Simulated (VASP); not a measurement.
A run of VASP 6.6.1:

The input INCAR:

```
  PREC = Accurate
  ENCUT = 520
  EDIFF = 1E-6
  ISMEAR = 0
  SIGMA = 0.02
  LREAL = False
  LASPH = True
  NELM = 60
  ALGO = Normal
  ISIF = 2
  LWAVE = False
  LCHARG = True
  GGA = PE
  LELF = True
  LVHAR = True
  NBANDS = 33
```

File KPOINTS:

```
Automatic mesh
0
Gamma
  4 4 4
```

File POSCAR:

```
TiO2
1.0
    2.7060340000     -2.7066550000      0.0000000000
    2.7060340000      2.7066550000      0.0000000000
   -2.6335310000      0.0000000000      4.7966370000
Ti O
2 4
Direct
    0.1341100000      0.8658900000      0.2500000000
    0.8658900000      0.1341100000      0.7500000000
    0.3312210000      0.0887550000      0.6671490000
    0.6687790000      0.9112450000      0.3328510000
    0.9112450000      0.6687790000      0.8328510000
    0.0887550000      0.3312210000      0.1671490000
```

Potentials or basis: VASP PAW PBE potentials, release 64 (Ti_sv, O).

The run is started by

```console
$ cat potpaw_PBE.64/Ti_sv/POTCAR potpaw_PBE.64/O/POTCAR > POTCAR
$ mpirun -np 1 vasp_std > vasp.out
```

Hardware: 1 thread of Intel Xeon 8259CL (shared host).

Q: Estimate the wall time of this run.

A: It took 2.1 min on 1 thread of Intel Xeon 8259CL (shared host), peak memory 0.2 GiB. Counts: scf iterations 16, k points 24.
